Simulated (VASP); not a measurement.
# P (Cmce) in VASP: single point with LDA

Aim: the single point of P with LDA.

All numbers are computed with VASP 6.6.1; they aren't measurements. Logs are shortened: lines on timing, memory, paths and dates and some standing lists are left out, and cuts for length are marked.

**1. The cell of the first run**

Symmetry: Cmce, No. 64, orthorhombic system. Conventional cell: a = 3.316 Å, b = 10.484 Å, c = 4.379 Å, α = 90.00°, β = 90.00°, γ = 90.00°. Within 2.9 Å of P (site symmetry m) lie 3 P at 2.22 to 2.25 Å.

**2. Single point, LDA**

Input file INCAR:

```
SYSTEM = P
ALGO     = Normal         ! electronic algorithm
EDIFF    = 1E-6           ! SCF threshold, eV
ENCUT    = 520            ! plane-wave cutoff, eV
ISIF     = 2              ! what is computed and relaxed
ISMEAR   = 0              ! smearing method
LASPH    = .TRUE.         ! aspherical terms in the spheres
LCHARG   = .TRUE.         ! write CHGCAR
LELF     = .TRUE.         ! ELF
LREAL    = .FALSE.        ! projectors in reciprocal space
LVHAR    = .TRUE.       
LWAVE    = .FALSE.        ! write WAVECAR
NBANDS   = 18             ! bands
NELM     = 60             ! most SCF steps
PREC     = Accurate       ! precision mode
SIGMA    = 0.05           ! smearing width, eV
```

Input file KPOINTS:

```
k-points
0
G
  12 12 10
  0 0 0
```

Input file POSCAR:

```
P
1.0
    1.6582000000     -5.2420000000      0.0000000000
    1.6582000000      5.2420000000      0.0000000000
    0.0000000000      0.0000000000      4.3793000000
P
4
Direct
    0.8982448655      0.1017551345      0.0808870328
    0.6017551345      0.3982448655      0.5808870328
    0.1017551345      0.8982448655      0.9191129672
    0.3982448655      0.6017551345      0.4191129672
```

Potentials or basis: VASP PAW LDA potentials, release 64 (P).

Launch:

```console
> cat potpaw_LDA.64/P/POTCAR > POTCAR
> mpirun -np 1 vasp_std > vasp.out
```

OUTCAR:

```text
SYSTEM = P
   EDIFF = 1E-6
   ENCUT = 520
   ISIF = 2
   ISMEAR = 0
   LASPH = .TRUE.
   LREAL = .FALSE.
   NELM = 60
   PREC = Accurate

 ion  position               nearest neighbor table
   1  0.898  0.102  0.081-   4 2.22   4 2.22   3 2.25
   2  0.602  0.398  0.581-   3 2.22   3 2.22   4 2.25
   3  0.102  0.898  0.919-   2 2.22   2 2.22   1 2.25
   4  0.398  0.602  0.419-   1 2.22   1 2.22   2 2.25

  LATTYP: Found a base centered orthorhombic cell.
 ALAT       =     3.3164000000
 B/A-ratio  =     3.1612591967
 C/A-ratio  =     1.3204981305

  Lattice vectors:

 A1 = (   1.6582000000,  -5.2420000000,   0.0000000000)
 A2 = (   1.6582000000,   5.2420000000,   0.0000000000)
 A3 = (   0.0000000000,   0.0000000000,   4.3793000000)

Analysis of symmetry for initial positions (statically):
=====================================================================
 Subroutine PRICEL returns:
 Original cell was already a primitive cell.

 Routine SETGRP: Setting up the symmetry group for a
 base centered orthorhombic supercell.

 Subroutine GETGRP returns: Found  8 space group operations
 (whereof  4 operations were pure point group operations)
 out of a pool of  8 trial point group operations.

The static configuration has the point symmetry C_2h.
 The point group associated with its full space group is D_2h.

Analysis of symmetry for dynamics (positions and initial velocities):
=====================================================================
 Subroutine PRICEL returns:
 Original cell was already a primitive cell.

 Routine SETGRP: Setting up the symmetry group for a
 base centered orthorhombic supercell.

 Subroutine GETGRP returns: Found  8 space group operations
 (whereof  4 operations were pure point group operations)
 out of a pool of  8 trial point group operations.

The dynamic configuration has the point symmetry C_2h.
 The point group associated with its full space group is D_2h.

 Subroutine INISYM returns: Found  8 space group operations
 (whereof  4 operations are pure point group operations),
 and found     1 'primitive' translations

----------------------------------------------------------------------------------------

                                     Primitive cell

  volume of cell :      76.1322

  direct lattice vectors                    reciprocal lattice vectors
     1.658200000 -5.242000000  0.000000000     0.301531781 -0.095383441  0.000000000
     1.658200000  5.242000000  0.000000000     0.301531781  0.095383441  0.000000000
     0.000000000  0.000000000  4.379300000     0.000000000  0.000000000  0.228346996

  length of vectors
     5.498017028  5.498017028  4.379300000     0.316258464  0.316258464  0.228346996

  position of ions in fractional coordinates (direct lattice)
     0.898244865  0.101755135  0.080887033
     0.601755135  0.398244865  0.580887033
     0.101755135  0.898244865  0.919112967
     0.398244865  0.601755135  0.419112967

  ion indices of the primitive-cell ions
   primitive index   ion index
                 1           1
                 2           2
                 3           3
                 4           4

----------------------------------------------------------------------------------------

 KPOINTS: k-points

Automatic generation of k-mesh.
 Grid dimensions read from file:
 generate k-points for:   12   12   10

 Generating k-lattice:

  Cartesian coordinates                     Fractional coordinates (reciprocal lattice)
     0.025127648 -0.007948620  0.000000000     0.083333333  0.000000000  0.000000000
     0.025127648  0.007948620  0.000000000     0.000000000  0.083333333  0.000000000
     0.000000000  0.000000000  0.022834700     0.000000000  0.000000000  0.100000000

  Length of vectors
     0.026354872  0.026354872  0.022834700

  Shift w.r.t. Gamma in fractional coordinates (k-lattice)
     0.000000000  0.000000000  0.000000000

 Subroutine IBZKPT returns following result:
 ===========================================

 Found    258 irreducible k-points:

 Following reciprocal coordinates:
            Coordinates               Weight
  0.000000  0.000000  0.000000      1.000000
  0.083333  0.000000  0.000000      4.000000
  0.166667 -0.000000  0.000000      4.000000
  0.250000  0.000000  0.000000      4.000000
  0.333333 -0.000000  0.000000      4.000000
  0.416667  0.000000  0.000000      4.000000
[... 16 lines left out ...]
  0.500000  0.166667  0.000000      4.000000
 -0.416667  0.166667  0.000000      4.000000
 [... further k-points ...]
   k-points           NKPTS =    258   k-points in BZ     NKDIM =    258   number of bands    NBANDS=     18
   number of dos      NEDOS =    301   number of ions     NIONS =      4
   total plane-waves  NPLWV =  63504
   dimension x,y,z NGX =    42 NGY =   42 NGZ =   36
   dimension x,y,z NGXF=    84 NGYF=   84 NGZF=   72
   ions per type =               4
   NGX,Y,Z   is equivalent  to a cutoff of  12.70, 12.70, 13.67 a.u.
   NGXF,Y,Z  is equivalent  to a cutoff of  25.40, 25.40, 27.33 a.u.
 SYSTEM =  P
   PREC   = accura    normal or accurate (medium, high low for compatibility)
   ISTART =      0    job   : 0-new  1-cont  2-samecut
   ICHARG =      2    charge: 1-file 2-atom 10-const
   ISPIN  =      1    spin polarized calculation?
   LNONCOLLINEAR =      F non collinear calculations
   LSORBIT =      F    spin-orbit coupling
   LASPH  =      T    aspherical Exc in radial PAW
   ENCUT  =  520.0 eV  38.22 Ry    6.18 a.u.  10.22 10.22  8.14*2*pi/ulx,y,z
   NELM   =     60;   NELMIN=  2; NELMDL= -5     # of ELM steps
   EDIFF  = 0.1E-05   stopping-criterion for ELM
   LREAL  =      F    real-space projection
[... 7 lines left out ...]
   TEBEG  =    0.0;   TEEND  =   0.0 temperature during run
   PSTRESS=    0.0 pullay stress
   NELECT =      20.0000    total number of electrons
   NUPDOWN=      -1.0000    fix difference up-down
   EMIN   =  10.00;   EMAX   =-10.00  energy-range for DOS
   EFERMI =   0.00;   METHOD = LEGACY
   ISMEAR =     0;   SIGMA  =   0.05  broadening in eV -4-tet -1-fermi 0-gaus
   EFERMI_NEDOS =   21; number of points for ismear=-14 and -15
   IALGO  =     38    algorithm
   IMIX   =      4    mixing-type and parameters
     AMIX     =   0.40;   BMIX     =  1.00
     AMIX_MAG =   1.60;   BMIX_MAG =  1.00
  volume/ion in A,a.u.               =      19.03       128.44
  Fermi-wavevector in a.u.,A,eV,Ry     =   1.048484  1.981348 14.957149  1.099319
  Thomas-Fermi vector in A             =   2.183408
   LORBIT       =      0    0 simple, 1 ext, 2 COOP (PROOUT), +10 PAW based schemes
   GGA     = CA    functional components
   LHFCALC =     F    Hartree Fock is set to
   AEXX    =    0.0000 exact exchange contribution
   IVDW    =     0    specifies the selected vdW correction
   LEPSILON=     F    determine dielectric tensor
   LRPA    =     F    only Hartree local field effects (RPA)
 non-spin polarized calculation
 Gauss-broadening in eV      SIGMA  =   0.05
  energy-cutoff  :      520.00
  volume of cell :       76.13
 maximum number of plane-waves:      2080
 NGX is ok and might be reduce to    42
   NGX = 21   NGY = 21   NGZ = 17

 number of electron      19.9999999 magnetization

 Free energy of the ion-electron system (eV)
  ---------------------------------------------------
  ext. energy  EPLUGINS =         0.00000000
  ---------------------------------------------------
  free energy    TOTEN  =       -24.06711541 eV

  energy without entropy =      -24.06688226  energy(sigma->0) =      -24.06699883

 E-fermi :   6.5351     XC(G=0): -10.0642

 val. band max:        6.5167616347   @ k =   0.5000   0.1667   0.0000
 cond. band min:       6.5419998258   @ k =  -0.4167   0.0833   0.0000
 fundamental gap:      0.0252381911
 Fermi energy:         6.5351219451

 k-point     1 :       0.0000    0.0000    0.0000
  band No.  band energies     occupation
      1      -9.2906      2.00000
      2      -6.2544      2.00000
      3      -2.9982      2.00000
      4      -0.4839      2.00000
      5       1.5578      2.00000
      6       1.8774      2.00000
[... 10 lines left out ...]
     17      13.6424      0.00000
     18      13.8796      0.00000

 k-point     2 :       0.0833    0.0000    0.0000
  band No.  band energies     occupation
      1      -9.2046      2.00000
      2      -6.1796      2.00000
      3      -3.0447      2.00000
      4      -0.4009      2.00000
      5       1.6311      2.00000
      6       1.6392      2.00000
[... 10 lines left out ...]
     17      12.9267      0.00000
     18      13.5844      0.00000

 k-point     3 :       0.1667   -0.0000    0.0000
  band No.  band energies     occupation
      1      -8.9476      2.00000
      2      -5.9549      2.00000
      3      -3.2432      2.00000
      4      -0.1567      2.00000
      5       0.8299      2.00000
      6       1.2694      2.00000
[... 10 lines left out ...]
     17      11.5623      0.00000
     18      13.4484      0.00000

 k-point     4 :       0.2500    0.0000    0.0000
  band No.  band energies     occupation
      1      -8.5237      2.00000
      2      -5.5794      2.00000
      3      -3.7218      2.00000
      4      -0.3020      2.00000
      5       0.2302      2.00000
      6       0.7547      2.00000
[... 375 lines left out ...]
      4      -2.3262      2.00000
      5       0.8998      2.00000
      6       1.4068      2.00000
[... 10 lines left out ...]
     17      13.0282      0.00000
     18      13.2901      0.00000

 k-point    23 :       0.5000    0.1667    0.0000
  band No.  band energies     occupation
      1      -7.8291      2.00000
      2      -5.3345      2.00000
      3      -4.5566      2.00000
      4      -1.2539      2.00000
      5       0.6848      2.00000
      6       1.0909      2.00000
[... 10 lines left out ...]
     17      12.9330      0.00000
     18      13.2719      0.00000

 k-point    24 :      -0.4167    0.1667    0.0000
  band No.  band energies     occupation
      1      -8.4167      2.00000
      2      -5.8557      2.00000
      3      -3.7392      2.00000
      4      -0.1728      2.00000
      5       0.6044      2.00000
      6       0.7602      2.00000
[... 10 lines left out ...]
     17      11.8199      0.00000
     18      12.3731      0.00000

 [... further k-points ...]

------------------------ aborting loop because EDIFF is reached ----------------------------------------

  FORCE on cell =-STRESS in cart. coord.  units (eV):
  Direction    XX          YY          ZZ          XY          YZ          ZX
  --------------------------------------------------------------------------------------
  -------------------------------------------------------------------------------------
  Total       -1.6742092     -0.8570354     -1.3131455      0.0000000      0.0000000      0.0000000
  in kB      -35.2331668    -18.0360197    -27.6347043      0.0000000      0.0000000      0.0000000
  external PRESSURE =     -26.9679636 kB  Pullay stress =       0.0000000 kB

 VOLUME and BASIS-vectors are now :
 -----------------------------------------------------------------------------
  energy-cutoff  :      520.00
  volume of cell :       76.13
      direct lattice vectors                 reciprocal lattice vectors
     1.658200000 -5.242000000  0.000000000     0.301531781 -0.095383441  0.000000000
     1.658200000  5.242000000  0.000000000     0.301531781  0.095383441  0.000000000
     0.000000000  0.000000000  4.379300000     0.000000000  0.000000000  0.228346996

 POSITION                                       TOTAL-FORCE (eV/Angst)
 -----------------------------------------------------------------------------------
      1.65820     -4.17520      0.35423         0.000000     -0.029589      0.033288
      1.65820     -1.06680      2.54388         0.000000      0.029589      0.033288
      1.65820      4.17520      4.02507         0.000000      0.029589     -0.033288
      1.65820      1.06680      1.83542         0.000000     -0.029589     -0.033288
 -----------------------------------------------------------------------------------
    total drift:                                0.000000      0.000000     -0.000000

  FREE ENERGIE OF THE ION-ELECTRON SYSTEM (eV)
  ---------------------------------------------------
  free  energy   TOTEN  =       -24.0671154073 eV

  energy  without entropy=      -24.0668822590  energy(sigma->0) =      -24.06699883
```

It took 9.1 min on 1 thread of Oxide Virtual Turin-like, shared host; peak memory 0.33 GiB.

Results:

```yaml
Free_energy: -24.0671 eV
Pressure: -2.7 GPa
Largest_force: 0.045 eV/Å
Band_gap_on_the_k_mesh: zero (band 10 reaches 6.67 eV, above the bottom of band 11 at 6.52 eV)
```

Forces on the atoms (eV/Å):
```
P    0.000 -0.030  0.033
P    0.000  0.030  0.033
P    0.000  0.030 -0.033
P    0.000 -0.030 -0.033
```

Levels at points of the mesh, in eV from the Fermi level:
| k point | band 6 | band 7 | band 8 | band 9 | band 10 | band 11 | band 12 | band 13 | band 14 | band 15 |
| --- | --- | --- | --- | --- | --- | --- | --- | --- | --- | --- |
| (0.00, 0.00, 0.00) | -4.66 | -4.05 | -2.90 | -2.59 | -1.40 | 0.65 | 1.03 | 1.80 | 2.97 | 5.24 |
| (0.50, 0.00, 0.00) | -5.33 | -3.35 | -3.35 | -2.70 | -2.70 | 0.68 | 0.68 | 1.10 | 1.10 | 3.24 |
| (0.50, 0.50, 0.00) | -5.47 | -4.24 | -2.28 | -1.64 | -0.15 | 0.28 | 0.59 | 2.16 | 2.77 | 5.51 |
| (0.00, 0.00, 0.50) | -4.83 | -3.19 | -3.19 | -1.32 | -1.32 | 1.34 | 1.34 | 2.51 | 2.51 | 4.83 |
| (0.50, 0.00, 0.50) | -5.68 | -5.59 | -5.59 | -1.97 | -1.97 | 1.56 | 1.56 | 3.85 | 3.85 | 5.40 |
| (0.50, 0.50, 0.50) | -3.24 | -2.60 | -2.60 | -1.66 | -1.66 | 1.30 | 1.30 | 2.47 | 2.47 | 2.92 |
